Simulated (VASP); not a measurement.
## Ga2C3: single point with r2SCAN

The system is Ga2C3.

```
Ga C
1.0
     3.43213    0.00000    0.00000
    -1.71606    2.97231    0.00000
     0.00000    0.00000    5.47544
Ga C
2 3
Direct
  0.33333 0.66667 0.28956
  0.66667 0.33333 0.71044
  0.00000 0.00000 0.00000
  0.33333 0.66667 0.72680
  0.66667 0.33333 0.27320
```

```yaml
Program: VASP 6.6.1
Task: single point
Functional: r2SCAN
Potentials_or_basis: VASP PAW PBE potentials, release 64 (Ga_d, C)
Cutoff: 520 eV
k_mesh: 12 × 12 × 8
Occupations: gaussian, width 0.1 eV
Spin: no spin polarisation
Dipole_correction: no
Further_INCAR_settings: ALGO = Normal; EDIFF = 1e-06; NBANDS = 27
```

- Pressure: 0.5 GPa
- Largest force: 0.009 eV/Å
- Band gap on the k mesh: zero (bands 19 and 20 overlap by 0.32 eV)

Forces in eV/Å, atoms in the order of the input:
```
Ga   0.000  0.000 -0.002
Ga   0.000  0.000  0.002
C    0.000  0.000  0.000
C    0.000  0.000  0.009
C    0.000  0.000 -0.009
```

Stress tensor (GPa, compression positive):
```
0.78 0.00 0.00
0.00 0.78 0.00
0.00 0.00 0.04
```

Levels at points of the mesh, in eV from the Fermi level:
```tsv
k point	band 16	band 17	band 18	band 19	band 20	band 21	band 22	band 23
(0.00, 0.00, 0.00)	-1.49	-1.48	-1.28	-1.28	0.49	0.49	2.09	4.17
(0.50, 0.00, 0.00)	-5.07	-4.52	-1.94	-0.31	0.16	1.00	2.88	3.05
(0.00, 0.00, 0.50)	-1.55	-0.65	-0.65	-0.22	-0.22	0.58	0.65	3.71
(0.50, 0.00, 0.50)	-3.82	-3.21	-2.61	-1.34	-0.14	1.79	2.17	4.13
```

Wall time 17 min on 1 thread of AMD EPYC 7R43 64-Core Processor (Zen 3), on a shared host, peak memory 0.26 GiB.

Caveat: the PAW data sets were made with another functional, which shifts forces and pressure a little.
